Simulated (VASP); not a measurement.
Input of a VASP 6.6.1 run:

Contents of INCAR:

```
ALGO = Normal
EDIFF = 1E-7
ENCUT = 520
GGA = PE
ISIF = 2
ISMEAR = -1
LASPH = True
LCHARG = False
LREAL = False
LWAVE = False
NBANDS = 10
NELM = 80
PREC = Accurate
SIGMA = 0.1
```

KPOINTS

```
k-points
0
Gamma
  8 8 8
```

Contents of POSCAR:

```
Re
1.0
    2.5357084777      0.0000000000      0.0000000000
    0.0000000000      2.5357084777      0.0000000000
    0.0000000000      0.0000000000      2.5357084777
Re
1
Direct
    0.0000000000      0.0000000000      0.0000000000
```

Potentials or basis: VASP PAW PBE potentials, release 64 (Re).

Command:

```sh
$ cat potpaw_PBE.64/Re/POTCAR > POTCAR
$ mpirun -np 1 vasp_std > vasp.out
```

**Question.** Estimate the pressure.

**Answer.** 13.9 GPa.
